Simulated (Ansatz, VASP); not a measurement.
One calculation of Sc2Ta3O, two programs

```
Sc Ta O
1.0
     2.98234    0.00000    0.00000
     0.00000    2.98234    0.00000
     0.00000    0.00000   12.36756
Sc Ta O
2 3 1
Direct
  0.50000 0.00000 0.76667
  0.00000 0.50000 0.23333
  0.50000 0.00000 0.40931
  0.00000 0.50000 0.59069
  0.00000 0.00000 0.00000
  0.50000 0.50000 0.00000
```

Change from the starting cell: species swapped into the Hf2GaSb3 type (P-4m2, No. 115).

Alike in both runs: functional PBE; k mesh 12 × 12 × 4; occupations gaussian, width 0.1 eV; no spin polarisation.

Ansatz relaxed the structure, and its values are those at the end. VASP's run is a single point on that final structure, the one shown.

|  | VASP | Ansatz |
| --- | --- | --- |
| version | VASP 6.6.1 | Ansatz 0.2.0 |
| potentials or method | VASP PAW PBE potentials, release 64 (Sc_sv, Ta_pv, O), cutoff 520 eV | scalar-relativistic, plane waves, PAW |
| valence electrons in the cell | 61 | 67 |

Ansatz gave:

```
gap on the k mesh at the Fermi level (eV) : none
pressure (GPa)                            : 0.0
```

**Question.** Estimate VASP's values.

**Answer.** gap on the k mesh at the Fermi level (eV): none; pressure (GPa): 0.1.

A gap of «none» marks a metal or a gap that the smearing closes. The functional is the same, so the differences come from potentials, cutoffs and numerics. VASP's potentials hold 61 valence electrons a cell and Ansatz's 67, so a difference there can come from the potentials and not from the codes.

Spin-orbit coupling is off throughout.
